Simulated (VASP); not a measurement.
# MgTe (F-43m) in VASP: G0W0 quasiparticle levels with PBE

Aim: the G0W0 quasiparticle levels of MgTe with PBE.

Program: VASP 6.6.1. These are calculated values, not measurements. Logs are shortened: lines on timing, memory, paths and dates and some standing lists are left out, and cuts for length are marked.

### 1 The cell of the first run

The structure is cubic, space group F-43m (No. 216). Conventional cell: a = 6.466 Å, b = 6.466 Å, c = 6.466 Å, α = 90.00°, β = 90.00°, γ = 90.00°. Within 3.7 Å of Mg (site symmetry -43m) lie 4 Te at 2.80 Å. Within 3.7 Å of Te (site symmetry -43m) lie 4 Mg at 2.80 Å.

### 2 G0W0 quasiparticle levels, PBE

The input, POSCAR:

```
MgTe
1.0
    0.0000000000      3.2331198836      3.2331198836
    3.2331198836      0.0000000000      3.2331198836
    3.2331198836      3.2331198836      0.0000000000
Mg Te
1 1
Direct
    0.0000000000      0.0000000000      0.0000000000
    0.7500000000      0.7500000000      0.7500000000
```

The input, INCAR.step1:

```
PREC = Accurate
ENCUT = 500
EDIFF = 1E-8
ISMEAR = 0
SIGMA = 0.01
LREAL = F
LASPH = T
NELM = 80
ALGO = Normal
LWAVE = T
LCHARG = F
GGA = PE
```

The input, INCAR.step2:

```
PREC = Accurate
ENCUT = 500
EDIFF = 1E-8
ISMEAR = 0
SIGMA = 0.01
LREAL = F
LASPH = T
NELM = 1
ALGO = Exact
LWAVE = T
LCHARG = F
GGA = PE
NBANDS = 113
LOPTICS = T
ISTART = 1
```

The input, INCAR.step3:

```
PREC = Accurate
ENCUT = 500
EDIFF = 1E-8
ISMEAR = 0
SIGMA = 0.01
LREAL = F
LASPH = T
ALGO = EVGW0
LWAVE = F
LCHARG = F
GGA = PE
NELMGW = 1
NBANDS = 113
ENCUTGW = 80.0
NOMEGA = 48
PRECFOCK = Fast
ISTART = 1
NBANDSGW = 12
```

The input, KPOINTS:

```
regular mesh
0
Gamma
  4 4 4
```

Potentials or basis: VASP PAW PBE potentials, release 64 (Mg_GW, Te_GW).

Run with:

```sh
$ cat potpaw_PBE.64/Mg_GW/POTCAR potpaw_PBE.64/Te_GW/POTCAR > POTCAR
$ cp INCAR.step1 INCAR
$ mpirun -np 1 vasp_std > vasp.out
$ cp INCAR.step2 INCAR
$ mpirun -np 1 vasp_std > vasp.out
$ cp INCAR.step3 INCAR
$ mpirun -np 1 vasp_std > vasp.out
```

OUTCAR:

```text
PREC = Accurate
   ENCUT = 500
   EDIFF = 1E-8
   ISMEAR = 0
   LREAL = F
   LASPH = T
   GGA = PE
   NELMGW = 1
   ENCUTGW = 80.0
   PRECFOCK = Fast
   ISTART = 1

 ion  position               nearest neighbor table
   1  0.000  0.000  0.000-   2 2.80   2 2.80   2 2.80   2 2.80
   2  0.750  0.750  0.750-   1 2.80   1 2.80   1 2.80   1 2.80

  LATTYP: Found a face centered cubic cell.
 ALAT       =     6.4662397672

  Lattice vectors:

 A1 = (   0.0000000000,   3.2331198836,   3.2331198836)
 A2 = (   3.2331198836,   0.0000000000,   3.2331198836)
 A3 = (   3.2331198836,   3.2331198836,   0.0000000000)

Analysis of symmetry for initial positions (statically):
=====================================================================
 Subroutine PRICEL returns:
 Original cell was already a primitive cell.

 Routine SETGRP: Setting up the symmetry group for a
 face centered cubic supercell.

 Subroutine GETGRP returns: Found 24 space group operations
 (whereof 24 operations were pure point group operations)
 out of a pool of 48 trial point group operations.

The static configuration has the point symmetry T_d .

Analysis of symmetry for dynamics (positions and initial velocities):
=====================================================================
 Subroutine PRICEL returns:
 Original cell was already a primitive cell.

 Routine SETGRP: Setting up the symmetry group for a
 face centered cubic supercell.

 Subroutine GETGRP returns: Found 24 space group operations
 (whereof 24 operations were pure point group operations)
 out of a pool of 48 trial point group operations.

The dynamic configuration has the point symmetry T_d .

 Subroutine INISYM returns: Found 24 space group operations
 (whereof 24 operations are pure point group operations),
 and found     1 'primitive' translations

----------------------------------------------------------------------------------------

                                     Primitive cell

  volume of cell :      67.5920

  direct lattice vectors                    reciprocal lattice vectors
     0.000000000  3.233119884  3.233119884    -0.154649384  0.154649384  0.154649384
     3.233119884  0.000000000  3.233119884     0.154649384 -0.154649384  0.154649384
     3.233119884  3.233119884  0.000000000     0.154649384  0.154649384 -0.154649384

  length of vectors
     4.572321988  4.572321988  4.572321988     0.267860591  0.267860591  0.267860591

  position of ions in fractional coordinates (direct lattice)
     0.000000000  0.000000000  0.000000000
     0.750000000  0.750000000  0.750000000

  ion indices of the primitive-cell ions
   primitive index   ion index
                 1           1
                 2           2

----------------------------------------------------------------------------------------

 KPOINTS: regular mesh

Automatic generation of k-mesh.
 Grid dimensions read from file:
 generate k-points for:    4    4    4

 Generating k-lattice:

  Cartesian coordinates                     Fractional coordinates (reciprocal lattice)
    -0.038662346  0.038662346  0.038662346     0.250000000  0.000000000  0.000000000
     0.038662346 -0.038662346  0.038662346     0.000000000  0.250000000  0.000000000
     0.038662346  0.038662346 -0.038662346     0.000000000  0.000000000  0.250000000

  Length of vectors
     0.066965148  0.066965148  0.066965148

  Shift w.r.t. Gamma in fractional coordinates (k-lattice)
     0.000000000  0.000000000  0.000000000

 Subroutine IBZKPT returns following result:
 ===========================================

 Found      8 irreducible k-points:

 Following reciprocal coordinates:
            Coordinates               Weight
  0.000000  0.000000  0.000000      1.000000
  0.250000  0.000000  0.000000      8.000000
  0.500000  0.000000  0.000000      4.000000
  0.250000  0.250000  0.000000      6.000000
  0.500000  0.250000  0.000000     24.000000
 -0.250000  0.250000  0.000000     12.000000
  0.500000  0.500000  0.000000      3.000000
 -0.250000  0.500000  0.250000      6.000000
   k-points           NKPTS =      8   k-points in BZ     NKDIM =     64   number of bands    NBANDS=    113
   number of dos      NEDOS =    301   number of ions     NIONS =      2
   total plane-waves  NPLWV =  46656
   dimension x,y,z NGX =    36 NGY =   36 NGZ =   36
   dimension x,y,z NGXF=    72 NGYF=   72 NGZF=   72
   ions per type =               1   1
   NGX,Y,Z   is equivalent  to a cutoff of  13.09, 13.09, 13.09 a.u.
   NGXF,Y,Z  is equivalent  to a cutoff of  26.18, 26.18, 26.18 a.u.
 SYSTEM =  unknown system
   PREC   = accura    normal or accurate (medium, high low for compatibility)
   ISTART =      1    job   : 0-new  1-cont  2-samecut
   ICHARG =      0    charge: 1-file 2-atom 10-const
   ISPIN  =      1    spin polarized calculation?
   LNONCOLLINEAR =      F non collinear calculations
   LSORBIT =      F    spin-orbit coupling
   LASPH  =      T    aspherical Exc in radial PAW
   ENCUT  =  500.0 eV  36.75 Ry    6.06 a.u.   8.34  8.34  8.34*2*pi/ulx,y,z
   NELM   =     60;   NELMIN=  2; NELMDL=  0     # of ELM steps
   EDIFF  = 0.1E-07   stopping-criterion for ELM
   LREAL  =      F    real-space projection
   EDIFFG = 0.1E-06   stopping-criterion for IOM
   NSW    =      0    number of steps for IOM
   IBRION =     -1    ionic relax: 0-MD 1-quasi-New 2-CG
   NFREE  =      0    steps in history (QN), initial steepest desc. (CG)
   ISIF   =      0    stress and relaxation
   ISYM   =      3    0-nonsym 1-usesym 2-fastsym
   POTIM  = 0.5000    time-step for ionic-motion
   TEBEG  =    0.0;   TEEND  =   0.0 temperature during run
   PSTRESS=    0.0 pullay stress
   NELECT =       8.0000    total number of electrons
   NUPDOWN=      -1.0000    fix difference up-down
   EMIN   =  10.00;   EMAX   =-10.00  energy-range for DOS
   EFERMI =   0.00;   METHOD = LEGACY
   ISMEAR =     0;   SIGMA  =   0.01  broadening in eV -4-tet -1-fermi 0-gaus
   EFERMI_NEDOS =   21; number of points for ismear=-14 and -15
   IALGO  =     38    algorithm
   IMIX   =      4    mixing-type and parameters
     AMIX     =   0.40;   BMIX     =  1.00
     AMIX_MAG =   1.60;   BMIX_MAG =  1.00
  volume/ion in A,a.u.               =      33.80       228.07
  Fermi-wavevector in a.u.,A,eV,Ry     =   0.803785  1.518933  8.790312  0.646070
  Thomas-Fermi vector in A             =   1.911718
   LORBIT       =      0    0 simple, 1 ext, 2 COOP (PROOUT), +10 PAW based schemes
   GGA     = PE    functional components
   LHFCALC =     T    Hartree Fock is set to
   PRECFOCK=fast      Normal, Fast or Accurate (Low or Medium for compatibility)
   ENCUT4O =  -1.0   cutoff for four orbital integrals eV
   NKREDX  =     1    reduce k-point grid by
   NKREDY  =     1    reduce k-point grid by
   NKREDZ  =     1    reduce k-point grid by
   AEXX    =    1.0000 exact exchange contribution
   HFSCREEN=    0.0000 screening length (either q_TF or 0.3 A-1)
   HFSCREENC=   0.0000 screening length for correlation (either q_TF or 0.3 A-1)
   ENCUTFOCK=  -1.0 apply spherical cutoff to Coloumb kernel
   IVDW    =     0    specifies the selected vdW correction
   LEPSILON=     F    determine dielectric tensor
   LRPA    =     F    only Hartree local field effects (RPA)
   LRPAFORCE           =     F    calculate RPA forces
   ENCUTGW             =  80.0    cutoff for response function in eV
   ENCUTGWSOFT         =  64.0    soft cutoff for Coulomb kernel in GW response function in eV
   ENCUTLF             =  -1.0    cutoff for local field effects
   NELMGW              =     1    number of iterations in solving QP/BSE equation
   NELMHF              =     1    number of iterations in the inner HF iteration
   NKREDLFX            =     1    NKREDLFY  =   1   NKREDLFZ  =   1
 non-spin polarized calculation
 Gauss-broadening in eV      SIGMA  =   0.01
  energy-cutoff  :      500.00
  volume of cell :       67.59
 maximum number of plane-waves:      1724
 NGX is ok and might be reduce to    36
  NGX = 20; NGY = 20; NGZ = 20
   NGX = 17   NGY = 17   NGZ = 17
 maximum number of plane-waves:       116
 NGX is ok and might be reduce to    14

 QP shifts <psi_nk| G(iteration)W_0 |psi_nk>: iteration 1
 for sc-GW calculations column KS-energies equals QP-energies in previous step
 and V_xc(KS)=  KS-energies - (<T + V_ion + V_H > + <T+V_H+V_ion>^1  + <V_x>^1)

 k-point   1 :       0.0000    0.0000    0.0000
  band No.  KS-energies  QP-energies   sigma(KS)   V_xc(KS)     V^pw_x(r,r')   Z            occupation Imag(sigma)

      1      -8.2941      -8.8649     -11.5689     -10.7392     -17.1236       0.6881       2.0000       1.1428
      2       1.8785       1.1559     -11.4373     -10.4905     -12.7923       0.7632       2.0000       0.0697
      3       1.8785       1.1559     -11.4373     -10.4905     -12.7923       0.7632       2.0000       0.0697
      4       1.8785       1.1559     -11.4373     -10.4905     -12.7923       0.7632       2.0000       0.0697
      5       4.2784       4.7745      -7.0741      -7.7111      -3.8962       0.7787       0.0000      -0.0591
      6       7.3229       7.7328      -7.1584      -7.6997      -3.3838       0.7574       0.0000      -0.0887
      7       7.3229       7.7328      -7.1584      -7.6997      -3.3838       0.7574       0.0000      -0.0887
      8       7.3229       7.7328      -7.1584      -7.6997      -3.3838       0.7574       0.0000      -0.0887
      9      10.4948      10.9076      -7.3715      -7.9296      -3.0977       0.7396       0.0000      -0.1512
     10      10.4948      10.9076      -7.3715      -7.9296      -3.0977       0.7396       0.0000      -0.1512
     11      10.5712      10.7830      -6.2207      -6.5081      -1.6715       0.7371       0.0000      -0.2033
     12      12.2165      12.2973      -6.3107      -6.4206      -1.5668       0.7351       0.0000      -0.3458

 k-point   2 :       0.2500    0.0000    0.0000
  band No.  KS-energies  QP-energies   sigma(KS)   V_xc(KS)     V^pw_x(r,r')   Z            occupation Imag(sigma)

      1      -8.0258      -8.5344     -11.6579     -10.9181     -17.1482       0.6876       2.0000       1.1055
      2      -0.0964      -0.9240     -10.3775      -9.2518     -12.1685       0.7351       2.0000       0.0918
      3       1.6521       0.9050     -11.3289     -10.3493     -12.7287       0.7627       2.0000       0.0695
      4       1.6521       0.9050     -11.3289     -10.3493     -12.7287       0.7627       2.0000       0.0695
      5       5.3081       5.7762      -7.1979      -7.8033      -3.8544       0.7732       0.0000      -0.0654
      6       7.6555       8.0499      -7.1147      -7.6359      -3.2593       0.7567       0.0000      -0.0946
      7       7.6555       8.0499      -7.1147      -7.6359      -3.2593       0.7567       0.0000      -0.0946
      8       7.9598       8.3635      -7.5485      -8.0854      -3.7079       0.7521       0.0000      -0.1020
      9       9.9328      10.2591      -7.0603      -7.4983      -2.8303       0.7450       0.0000      -0.1538
     10       9.9328      10.2591      -7.0603      -7.4983      -2.8303       0.7450       0.0000      -0.1538
     11      10.7297      10.7870      -5.9997      -6.0772      -1.5131       0.7403       0.0000      -0.2222
     12      13.2698      13.5485      -6.7690      -7.1464      -1.8172       0.7384       0.0000      -0.4139
[... 68 lines left out ...]
      1      -7.5069      -7.8908     -11.8913     -11.3323     -17.2417       0.6867       2.0000       1.0005
      2      -1.1659      -2.0539     -10.2040      -8.9548     -12.4972       0.7109       2.0000       0.1259
      3       0.6997      -0.1421     -10.8829      -9.7555     -12.5404       0.7467       2.0000       0.0789
      4       0.6997      -0.1421     -10.8829      -9.7555     -12.5404       0.7467       2.0000       0.0789
      5       4.7156       4.8518      -6.2454      -6.4196      -2.9931       0.7817       0.0000      -0.0687
      6       5.3985       5.7403      -6.9460      -7.3860      -3.6449       0.7768       0.0000      -0.0667
      7      11.4663      11.7985      -7.4876      -7.9551      -2.5277       0.7105       0.0000      -0.3188
      8      11.4663      11.7985      -7.4876      -7.9551      -2.5277       0.7105       0.0000      -0.3188
      9      11.6965      12.0779      -8.0502      -8.5844      -3.3190       0.7139       0.0000      -0.3073
     10      13.2797      13.7762      -8.1562      -8.8301      -3.2842       0.7367       0.0000      -0.3890
     11      13.2797      13.7762      -8.1562      -8.8301      -3.2842       0.7367       0.0000      -0.3890
     12      13.7472      14.1889      -8.0593      -8.6509      -3.2510       0.7468       0.0000      -0.4103

 k-point   8 :      -0.2500    0.5000    0.2500
  band No.  KS-energies  QP-energies   sigma(KS)   V_xc(KS)     V^pw_x(r,r')   Z            occupation Imag(sigma)

      1      -7.5006      -7.8903     -11.9131     -11.3432     -17.2500       0.6839       2.0000       0.9886
      2      -0.8140      -1.6673     -10.2958      -9.1068     -12.4346       0.7177       2.0000       0.1116
      3       0.0087      -0.8866     -10.4617      -9.2454     -12.2789       0.7360       2.0000       0.0906
      4       0.4342      -0.4239     -10.4789      -9.3312     -12.1040       0.7476       2.0000       0.0799
      5       6.4480       6.6399      -6.9591      -7.2082      -3.4886       0.7701       0.0000      -0.0800
      6       7.4852       8.0728      -7.9708      -8.7540      -4.1858       0.7502       0.0000      -0.0919
      7       8.0477       8.4207      -6.7940      -7.2918      -2.7207       0.7493       0.0000      -0.1115
      8       8.2728       8.5452      -7.0211      -7.3792      -3.2065       0.7610       0.0000      -0.0976
      9      11.6526      11.9711      -7.5132      -7.9659      -2.5299       0.7037       0.0000      -0.3269
     10      12.9026      13.1679      -7.3736      -7.7382      -2.3618       0.7275       0.0000      -0.4131
     11      13.1493      13.7002      -8.2774      -9.0313      -3.3258       0.7307       0.0000      -0.3997
     12      14.0672      14.6300      -7.8320      -8.5823      -2.8354       0.7501       0.0000      -0.4991
```

Wall time 5.2 min (1 thread of Intel Xeon 8259CL, shared host); peak memory 0.73 GiB.

Results:

* Band gap on the k mesh, mean-field level: 2.40 eV, direct
* Quasiparticle gap: 3.62 eV
* Least direct quasiparticle gap: 3.62 eV

Caveat: the k points lie up to 0.42 Å⁻¹ apart; bands, screening cutoff and mesh are small and nothing is extrapolated, so the quasiparticle values aren't converged; spin-orbit coupling is left out, which moves the levels of the heavy elements. A k mesh can miss the band edges.
